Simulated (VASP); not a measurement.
Input of a VASP 6.6.1 run:

The input INCAR:

```
ALGO = Normal
EDIFF = 1E-6
ENCUT = 520
GGA = PS
ISIF = 2
ISMEAR = -1
LASPH = T
LCHARG = F
LREAL = F
LWAVE = F
NBANDS = 25
NELM = 60
PREC = Accurate
SIGMA = 0.05
```

Contents of KPOINTS:

```
k-points
0
Gamma
  9 9 5
```

The input POSCAR:

```
CuO
1.0
    1.9909680000     -2.1535500000      0.0000000000
    1.9909680000      2.1535500000      0.0000000000
    0.0000000000      0.0000000000      5.1559280000
Cu O
2 2
Direct
    0.5013910000     -0.0079200000     -0.0030990000
   -0.0018270000      0.4886990000      0.4935820000
    0.4942690000      0.5071840000      0.2521270000
    0.5085040000      0.5004420000      0.7413450000
```

Potentials or basis: VASP PAW PBE potentials, release 64 (Cu, O).

Run with:

```sh
$ cat potpaw_PBE.64/Cu/POTCAR potpaw_PBE.64/O/POTCAR > POTCAR
$ mpirun -np 1 vasp_std > vasp.out
```

Q: Predict the largest force.

A: 0.623 eV/Å.

Q: Estimate the band gap on the k mesh.

A: Zero (band 17 reaches 5.29 eV, above the bottom of band 18 at 4.45 eV).

Q: Estimate the pressure.

A: -5.1 GPa.

Stress tensor (GPa, compression positive):
```
-3.79 -0.88 -0.85
-0.88 -5.21  0.37
-0.85  0.37 -6.21
```

Caveat: the cell differs from its parent crystal (atoms moved at random); the PAW data sets were made with another functional, which shifts forces and pressure a little; semilocal functionals often make such compounds metallic where correlation or magnetic order opens a gap, which also shifts bond lengths.
